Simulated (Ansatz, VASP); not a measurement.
## NaSrBr3 in VASP and in Ansatz

The input INCAR:

```
SYSTEM = NaSrBr3
ALGO = Normal
EDIFF = 1E-6
ENCUT = 520
GGA = PE
ISIF = 2
ISMEAR = -1
LASPH = .True.
LCHARG = .False.
LREAL = .False.
LWAVE = .False.
NBANDS = 27
NELM = 60
PREC = Accurate
SIGMA = 0.02
```

File KPOINTS:

```
k-points
0
Gamma
  4 4 4
  0 0 0
```

File POSCAR:

```
NaSrBr3
1.0
    5.9276796455      0.0000000000      0.0000000000
    0.0000000000      5.9276796455      0.0000000000
    0.0000000000      0.0000000000      5.9276796455
Na Sr Br
1 1 3
Direct
    0.0000000000      0.0000000000      0.0000000000
    0.5000000000      0.5000000000      0.5000000000
    0.5000000000      0.5000000000      0.0000000000
    0.5000000000      0.0000000000      0.5000000000
    0.0000000000      0.5000000000      0.5000000000
```

Input for Ansatz:

```yaml
crystal:
  lattice:
    - [5.9276796455, 0.0, 0.0]
    - [0.0, 5.9276796455, 0.0]
    - [0.0, 0.0, 5.9276796455]
  atoms:
    - { symbol: Na, position: [0.0, 0.0, 0.0] }
    - { symbol: Sr, position: [0.5, 0.5, 0.5] }
    - { symbol: Br, position: [0.5, 0.5, 0.0] }
    - { symbol: Br, position: [0.5, 0.0, 0.5] }
    - { symbol: Br, position: [0.0, 0.5, 0.5] }
kpoints:
  mp_grid: { grid: [4, 4, 4] }
  band_path:
    path: [[0.0, 0.0, 0.0], [0.0, 0.5, 0.0], [0.5, 0.5, 0.0], [0.5, 0.5, 0.5]]
    npoints: 1
hamiltonian:
  xc: pbe
scf:
  occupations: { method: fermi_dirac, width: 0.02 }
  n_extra_bands: 5
output:
  forces: true
  stress: true
  eigenvalues: true
```

Alike in both runs: task single point; functional PBE; k mesh 4 × 4 × 4; occupations fermi-dirac, width 0.02 eV; no spin polarisation.

|  | VASP | Ansatz |
| --- | --- | --- |
| version | VASP 6.6.1 | Ansatz 0.2.0 |
| potentials or method | VASP PAW PBE potentials, release 64 (Na_pv, Sr_sv, Br) | plane waves, PAW |
| plane-wave cutoff (eV) | 520 | 420 |
| valence electrons in the cell | 38 | 40 |

VASP gave:

* gap on the k mesh at the Fermi level (eV): 2.97
* pressure (GPa): 0.4

Question: Estimate Ansatz's values.

Answer: gap on the k mesh at the Fermi level (eV): 2.97; pressure (GPa): 0.3.

VASP's potentials hold 38 valence electrons a cell and Ansatz's 40, so a difference there can come from the potentials and not from the codes.
